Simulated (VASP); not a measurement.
# GaN in VASP: settings compared

The runs below take GaN through electric field gradients, with PBE, LDA.

All numbers are computed with VASP 6.6.1; they aren't measurements. Logs are shortened: lines on timing, memory, paths and dates and some standing lists are left out, and cuts for length are marked.

**1. The cell of the first run**

The structure is trigonal, space group R-3m (No. 166). Conventional cell: a = 2.846 Å, b = 2.846 Å, c = 6.764 Å, α = 90.00°, β = 90.00°, γ = 120.00°. Ga (site symmetry -3m) has 6 N at 1.99 Å within 2.6 Å. Within 2.6 Å of N (site symmetry -3m) lie 6 Ga at 1.99 Å.

**2. Electric field gradients, PBE (equal xy, yz and zx shear strains of -2 %)**

File INCAR:

```
SYSTEM = GaN
ALGO = Normal
EDIFF = 1E-8
ENCUT = 520
GGA = PE
ISIF = 2
ISMEAR = -1
LASPH = .True.
LCHARG = .False.
LEFG = .True.
LREAL = .False.
LWAVE = .False.
NBANDS = 16
NELM = 80
PREC = Accurate
SIGMA = 0.02
```

File KPOINTS:

```
k-points
0
Gamma
  13 13 13
  0 0 0
```

File POSCAR:

```
GaN
1.0
   -0.0398500000      1.9725750000      1.9725750000
    1.9725750000     -0.0398500000      1.9725750000
    1.9725750000      1.9725750000     -0.0398500000
Ga N
1 1
Direct
    0.5000000000      0.5000000000      0.5000000000
    0.0000000000      0.0000000000      0.0000000000
```

Potentials or basis: VASP PAW PBE potentials, release 64 (Ga_d, N).

On the command line:

```sh
> cat potpaw_PBE.64/Ga_d/POTCAR potpaw_PBE.64/N/POTCAR > POTCAR
> mpirun -np 1 vasp_std > vasp.out
```

OUTCAR:

```text
SYSTEM = GaN
   EDIFF = 1E-8
   ENCUT = 520
   GGA = PE
   ISIF = 2
   ISMEAR = -1
   LASPH = .True.
   LREAL = .False.
   NELM = 80
   PREC = Accurate

 ion  position               nearest neighbor table
   1  0.500  0.500  0.500-   2 1.99   2 1.99   2 1.99   2 1.99   2 1.99   2 1.99
   2  0.000  0.000  0.000-   1 1.99   1 1.99   1 1.99   1 1.99   1 1.99   1 1.99

  LATTYP: Found a trigonal (rhomboedric) cell.
 ALAT       =     2.7899269316
 COS(alpha) =     0.4797000918

  Lattice vectors:

 A1 = (  -0.0398500000,   1.9725750000,   1.9725750000)
 A2 = (   1.9725750000,  -0.0398500000,   1.9725750000)
 A3 = (   1.9725750000,   1.9725750000,  -0.0398500000)

Analysis of symmetry for initial positions (statically):
=====================================================================
 Subroutine PRICEL returns:
 Original cell was already a primitive cell.

 Routine SETGRP: Setting up the symmetry group for a
 trigonal (rhombohedral) supercell.

 Subroutine GETGRP returns: Found 12 space group operations
 (whereof 12 operations were pure point group operations)
 out of a pool of 12 trial point group operations.

The static configuration has the point symmetry D_3d.

Analysis of symmetry for dynamics (positions and initial velocities):
=====================================================================
 Subroutine PRICEL returns:
 Original cell was already a primitive cell.

 Routine SETGRP: Setting up the symmetry group for a
 trigonal (rhombohedral) supercell.

 Subroutine GETGRP returns: Found 12 space group operations
 (whereof 12 operations were pure point group operations)
 out of a pool of 12 trial point group operations.

The dynamic configuration has the point symmetry D_3d.

 Subroutine INISYM returns: Found 12 space group operations
 (whereof 12 operations are pure point group operations),
 and found     1 'primitive' translations

----------------------------------------------------------------------------------------

                                     Primitive cell

  volume of cell :      15.8159

  direct lattice vectors                    reciprocal lattice vectors
    -0.039850000  1.972575000  1.972575000    -0.245921194  0.250991734  0.250991734
[... 126 lines left out ...]
 Free energy of the ion-electron system (eV)
  ---------------------------------------------------
  ext. energy  EPLUGINS =         0.00000000
  ---------------------------------------------------
  free energy    TOTEN  =       -10.51847236 eV

  energy without entropy =      -10.51847236  energy(sigma->0) =      -10.51847236

 E-fermi :  10.7975     XC(G=0): -14.1231

 val. band max:       10.4010000252   @ k =  -0.2308   0.1538   0.0000
 cond. band min:      12.2071433867   @ k =   0.4615   0.4615   0.0000
 fundamental gap:      1.8061433615
 Fermi energy:        10.7974882983

 k-point     1 :       0.0000    0.0000    0.0000
  band No.  band energies     occupation
      1      -8.9375      2.00000
      2      -3.7050      2.00000
      3      -3.7050      2.00000
      4      -3.6718      2.00000
      5      -3.5350      2.00000
      6      -3.5350      2.00000
[... 433 lines left out ...]
      3      -3.8152      2.00000
      4      -3.7287      2.00000
      5      -3.3140      2.00000
      6      -3.0164      2.00000
[... 8 lines left out ...]
     15      33.1526      0.00000
     16      36.8558      0.00000

 [... further k-points ...]

------------------------ aborting loop because EDIFF is reached ----------------------------------------

  FORCE on cell =-STRESS in cart. coord.  units (eV):
  Direction    XX          YY          ZZ          XY          YZ          ZX
  --------------------------------------------------------------------------------------
  -------------------------------------------------------------------------------------
  Total        6.9526702      6.9526702      6.9526702      0.5062828      0.5062828      0.5062828
  in kB      704.3173713    704.3173713    704.3173713     51.2873096     51.2873096     51.2873096
  external PRESSURE =     704.3173713 kB  Pullay stress =       0.0000000 kB

 VOLUME and BASIS-vectors are now :
 -----------------------------------------------------------------------------
  energy-cutoff  :      520.00
  volume of cell :       15.82
      direct lattice vectors                 reciprocal lattice vectors
    -0.039850000  1.972575000  1.972575000    -0.245921194  0.250991734  0.250991734
     1.972575000 -0.039850000  1.972575000     0.250991734 -0.245921194  0.250991734
     1.972575000  1.972575000 -0.039850000     0.250991734  0.250991734 -0.245921194

 POSITION                                       TOTAL-FORCE (eV/Angst)
 -----------------------------------------------------------------------------------
      1.95265      1.95265      1.95265        -0.000000      0.000000     -0.000000
      0.00000      0.00000      0.00000         0.000000     -0.000000      0.000000
 -----------------------------------------------------------------------------------
    total drift:                                0.000000     -0.000000      0.000000

  FREE ENERGIE OF THE ION-ELECTRON SYSTEM (eV)
  ---------------------------------------------------
  free  energy   TOTEN  =       -10.5184723594 eV

  energy  without entropy=      -10.5184723594  energy(sigma->0) =      -10.51847236

 Electric field gradients (V/A^2)
---------------------------------------------------------------------
 ion       V_xx      V_yy      V_zz      V_xy      V_xz      V_yz
---------------------------------------------------------------------
   1      -0.000     0.000     0.000     2.118     2.118     2.118
   2       0.000     0.000    -0.000    -4.775    -4.775    -4.775
---------------------------------------------------------------------

 Electric field gradients after diagonalization (V/A^2)
 (convention: |V_zz| > |V_xx| > |V_yy|)
----------------------------------------------------------------------
 ion       V_xx      V_yy      V_zz     asymmetry (V_yy - V_xx)/ V_zz
----------------------------------------------------------------------
   1      -2.118    -2.118     4.235       0.000
   2       4.775     4.775    -9.550       0.000
----------------------------------------------------------------------

           NMR quadrupolar parameters

 Cq : quadrupolar parameter    Cq=e*Q*V_zz/h
 eta: asymmetry parameters     (V_yy - V_xx)/ V_zz
 Q  : nuclear electric quadrupole moment in mb (millibarn)
----------------------------------------------------------------------
 ion       Cq(MHz)       eta       Q (mb)
----------------------------------------------------------------------
   1       0.010       0.000       1.000
   2      -0.023       0.000       1.000
----------------------------------------------------------------------
```

Wall time 26 s (1 thread of Intel Xeon 6975P-C (Granite Rapids), shared host); peak memory 0.18 GiB.

What came out:

- Free energy: -10.5185 eV
- Pressure: 70.4 GPa
- Band gap on the k mesh: 1.81 eV (least direct gap 4.89 eV)
- Largest electric field gradient by atom: Ga +4.2; N -9.6 V/Å²

Stress tensor (GPa, compression positive):
```
70.43  5.13  5.13
 5.13 70.43  5.13
 5.13  5.13 70.43
```

Electric field gradients, principal values (V/Å²):
```csv
atom,least,middle,greatest (by size)
1 Ga,-2.118,-2.118,4.235
2 N,4.775,4.775,-9.550
```

Caveat: the cell differs from its parent crystal (equal xy, yz and zx shear strains of -2 %); the cell stands under pressure; without QUAD_EFG the Cq values of the log hold for a quadrupole moment of 1 mb, not for the nuclei; an odd mesh through Γ misses points on the zone boundary, where band edges can lie.

**3. Electric field gradients, PBE (equal xy, yz and zx shear strains of +3 %)**

File INCAR:

```
PREC = Accurate ; ENCUT = 520
EDIFF = 1E-8 ; ISMEAR = -1
SIGMA = 0.02 ; LREAL = F
LASPH = T ; NELM = 80
ALGO = Normal ; ISIF = 2
LWAVE = F ; LCHARG = F
GGA = PE ; LEFG = T
NBANDS = 16
```

File KPOINTS:

```
Automatic mesh
0
Gamma
  13 13 13
```

File POSCAR:

```
GaN
1.0
    0.0597750000      2.0223875000      2.0223875000
    2.0223875000      0.0597750000      2.0223875000
    2.0223875000      2.0223875000      0.0597750000
Ga N
1 1
Direct
    0.5000000000      0.5000000000      0.5000000000
    0.0000000000      0.0000000000      0.0000000000
```

Potentials or basis: VASP PAW PBE potentials, release 64 (Ga_d, N).

On the command line:

```sh
> cat potpaw_PBE.64/Ga_d/POTCAR potpaw_PBE.64/N/POTCAR > POTCAR
> mpirun -np 1 vasp_std > vasp.out
```

OUTCAR:

```text
PREC = Accurate
   ENCUT = 520
   EDIFF = 1E-8
   ISMEAR = -1
   LREAL = F
   LASPH = T
   NELM = 80
   ISIF = 2
   GGA = PE

 ion  position               nearest neighbor table
   1  0.500  0.500  0.500-   2 1.99   2 1.99   2 1.99   2 1.99   2 1.99   2 1.99
   2  0.000  0.000  0.000-   1 1.99   1 1.99   1 1.99   1 1.99   1 1.99   1 1.99

  LATTYP: Found a trigonal (rhomboedric) cell.
 ALAT       =     2.8607124027
 COS(alpha) =     0.5293254421

  Lattice vectors:

 A1 = (   0.0597750000,   2.0223875000,   2.0223875000)
 A2 = (   2.0223875000,   0.0597750000,   2.0223875000)
 A3 = (   2.0223875000,   2.0223875000,   0.0597750000)

Analysis of symmetry for initial positions (statically):
=====================================================================
 Subroutine PRICEL returns:
 Original cell was already a primitive cell.

 Routine SETGRP: Setting up the symmetry group for a
 trigonal (rhombohedral) supercell.

 Subroutine GETGRP returns: Found 12 space group operations
 (whereof 12 operations were pure point group operations)
 out of a pool of 12 trial point group operations.

The static configuration has the point symmetry D_3d.

Analysis of symmetry for dynamics (positions and initial velocities):
=====================================================================
 Subroutine PRICEL returns:
 Original cell was already a primitive cell.

 Routine SETGRP: Setting up the symmetry group for a
 trigonal (rhombohedral) supercell.

 Subroutine GETGRP returns: Found 12 space group operations
 (whereof 12 operations were pure point group operations)
 out of a pool of 12 trial point group operations.

[... 160 lines left out ...]
      4      -3.6928      2.00000
      5      -3.5295      2.00000
      6      -3.5295      2.00000
[... 433 lines left out ...]
      3      -3.8599      2.00000
      4      -3.6815      2.00000
      5      -3.3131      2.00000
      6      -2.9996      2.00000
[... 8 lines left out ...]
     15      33.3662      0.00000
     16      36.3872      0.00000

 [... further k-points ...]

------------------------ aborting loop because EDIFF is reached ----------------------------------------

  FORCE on cell =-STRESS in cart. coord.  units (eV):
  Direction    XX          YY          ZZ          XY          YZ          ZX
  --------------------------------------------------------------------------------------
  -------------------------------------------------------------------------------------
  Total        6.9700205      6.9700205      6.9700205     -0.8154305     -0.8154305     -0.8154305
  in kB      706.3337624    706.3337624    706.3337624    -82.6347817    -82.6347817    -82.6347817
  external PRESSURE =     706.3337624 kB  Pullay stress =       0.0000000 kB

 VOLUME and BASIS-vectors are now :
 -----------------------------------------------------------------------------
  energy-cutoff  :      520.00
  volume of cell :       15.81
      direct lattice vectors                 reciprocal lattice vectors
     0.059775000  2.022387500  2.022387500    -0.258472599  0.251052333  0.251052333
     2.022387500  0.059775000  2.022387500     0.251052333 -0.258472599  0.251052333
     2.022387500  2.022387500  0.059775000     0.251052333  0.251052333 -0.258472599

 POSITION                                       TOTAL-FORCE (eV/Angst)
 -----------------------------------------------------------------------------------
      2.05227      2.05227      2.05227         0.000000     -0.000000     -0.000000
      0.00000      0.00000      0.00000        -0.000000      0.000000      0.000000
 -----------------------------------------------------------------------------------
    total drift:                                0.000000     -0.000000      0.000000

  FREE ENERGIE OF THE ION-ELECTRON SYSTEM (eV)
  ---------------------------------------------------
  free  energy   TOTEN  =       -10.4955019950 eV

  energy  without entropy=      -10.4955019950  energy(sigma->0) =      -10.49550199

 Electric field gradients (V/A^2)
---------------------------------------------------------------------
 ion       V_xx      V_yy      V_zz      V_xy      V_xz      V_yz
---------------------------------------------------------------------
   1      -0.000     0.000    -0.000    -3.048    -3.048    -3.048
   2      -0.000    -0.000     0.000     7.453     7.453     7.453
---------------------------------------------------------------------

 Electric field gradients after diagonalization (V/A^2)
 (convention: |V_zz| > |V_xx| > |V_yy|)
----------------------------------------------------------------------
 ion       V_xx      V_yy      V_zz     asymmetry (V_yy - V_xx)/ V_zz
----------------------------------------------------------------------
   1       3.048     3.048    -6.096       0.000
   2      -7.453    -7.453    14.907       0.000
----------------------------------------------------------------------

           NMR quadrupolar parameters

 Cq : quadrupolar parameter    Cq=e*Q*V_zz/h
 eta: asymmetry parameters     (V_yy - V_xx)/ V_zz
 Q  : nuclear electric quadrupole moment in mb (millibarn)
----------------------------------------------------------------------
 ion       Cq(MHz)       eta       Q (mb)
----------------------------------------------------------------------
   1      -0.015       0.000       1.000
   2       0.036       0.000       1.000
----------------------------------------------------------------------
```

Run time: 26 s. Hardware: 1 thread of Intel Xeon 6975P-C (Granite Rapids), shared host; peak memory 0.18 GiB.

Results:

| Item | Value |
| --- | --- |
| Free energy | -10.4955 eV |
| Pressure | 70.6 GPa |
| Band gap on the k mesh | 1.71 eV (least direct gap 4.90 eV) |
| Largest electric field gradient by atom | Ga -6.1; N +14.9 V/Å² |

Stress tensor (GPa, compression positive):
```
70.63 -8.26 -8.26
-8.26 70.63 -8.26
-8.26 -8.26 70.63
```

Electric field gradients, principal values (V/Å²):
| atom | least | middle | greatest (by size) |
| --- | --- | --- | --- |
| 1 Ga | 3.048 | 3.048 | -6.096 |
| 2 N | -7.453 | -7.453 | 14.907 |

Caveat: the cell differs from its parent crystal (equal xy, yz and zx shear strains of +3 %); the cell stands under pressure; without QUAD_EFG the Cq values of the log hold for a quadrupole moment of 1 mb, not for the nuclei; an odd mesh through Γ misses points on the zone boundary, where band edges can lie.

(Continued in part 2 of 3.)
